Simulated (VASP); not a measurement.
Input of a VASP 6.6.1 run:

Contents of INCAR:

```
SYSTEM = AgPt3
ALGO = Normal ; EDIFF = 1E-8
ENCUT = 520 ; ISIF = 2
ISMEAR = -1 ; LASPH = .True.
LCHARG = .False. ; LEFG = .True.
LREAL = .False. ; LWAVE = .False.
NBANDS = 28 ; NELM = 100
PREC = Accurate ; SIGMA = 0.08
```

Contents of KPOINTS:

```
k-points
0
Gamma
  9 9 9
  0 0 0
```

Contents of POSCAR:

```
AgPt3
1.0
    3.9000000000      0.0000000000      0.0000000000
    0.0000000000      3.9000000000      0.0000000000
    0.0000000000      0.0000000000      3.9390000000
Ag Pt
1 3
Direct
    0.0000000000      0.0000000000      0.0000000000
    0.0000000000      0.5000000000      0.5000000000
    0.5000000000      0.0000000000      0.5000000000
    0.5000000000      0.5000000000      0.0000000000
```

Potentials or basis: VASP PAW LDA potentials, release 64 (Ag, Pt).

Run with:

```bash
$ cat potpaw_LDA.64/Ag/POTCAR potpaw_LDA.64/Pt/POTCAR > POTCAR
$ mpirun -np 1 vasp_std > vasp.out
```

What does it give for the pressure?

0.2 GPa.

Stress tensor (GPa, compression positive):
```
 0.61  0.00  0.00
 0.00  0.61  0.00
 0.00  0.00 -0.50
```

Caveat: the cell differs from its parent crystal (zz strain of +1 %); without QUAD_EFG the Cq values of the log hold for a quadrupole moment of 1 mb, not for the nuclei.
